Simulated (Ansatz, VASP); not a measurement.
**OsO: VASP beside Ansatz**

```
Os O
1.0
     0.00000    2.31904    2.31904
     2.31904    0.00000    2.31904
     2.31904    2.31904    0.00000
Os O
1 1
Direct
  0.00000 0.00000 0.00000
  0.25000 0.25000 0.25000
```

Alike in both runs: task relaxation of cell and atoms; functional PBE; k mesh 20 × 20 × 20; occupations gaussian, width 0.1 eV; no spin polarisation.

|  | VASP | Ansatz |
| --- | --- | --- |
| version | VASP 6.6.1 | Ansatz 0.2.0 |
| potentials or method | VASP PAW PBE potentials, release 64 (Os, O), cutoff 600 eV | scalar-relativistic, plane waves, PAW |
| valence electrons in the cell | 14 | 22 |

Ansatz gave:

- gap on the k mesh at the Fermi level, each at its own relaxed structure (eV): none
- relaxed volume (Å³/atom): 12.48
- relaxed length of the cell vector where the two differ most in proportion (Å): 3.280

Question: What did VASP give for the same quantities?

Answer: gap on the k mesh at the Fermi level, each at its own relaxed structure (eV): none; relaxed volume (Å³/atom): 12.62; relaxed length of the cell vector where the two differ most in proportion (Å): 3.292.

A gap of «none» marks a metal or a gap that the smearing closes. VASP's potentials hold 14 valence electrons a cell and Ansatz's 22, so a difference there can come from the potentials and not from the codes.

Spin-orbit coupling is off throughout.
